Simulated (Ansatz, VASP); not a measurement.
Rh: VASP beside Ansatz

```
Rh
1.0
     2.73785    0.00000    0.00000
    -1.36892    2.37105    0.00000
     0.00000    0.00000    4.41090
Rh
2
Direct
  0.33333 0.66667 0.25000
  0.66667 0.33333 0.75000
```

Alike in both runs: functional revPBE; k mesh 13 × 13 × 7; occupations fermi-dirac, width 0.1 eV; no spin polarisation.

Ansatz relaxed the structure, and its values are those at the end. VASP's run is a single point on that final structure, the one shown.

```csv
,VASP,Ansatz
version,VASP 6.6.1,Ansatz 0.2.0
potentials or method,"VASP PAW PBE potentials, release 64 (Rh_pv), cutoff 520 eV","plane waves (420 eV) with PAW, scalar-relativistic"
valence electrons in the cell,30,34
```

```tsv
	VASP	Ansatz	Ansatz less VASP
pressure (GPa)	0.1	0.0	-0.13
```

VASP's potentials were made for PBE, not for revPBE. The functional is the same, so the differences come from potentials, cutoffs and numerics. VASP's potentials hold 30 valence electrons a cell and Ansatz's 34, so a difference there can come from the potentials and not from the codes.
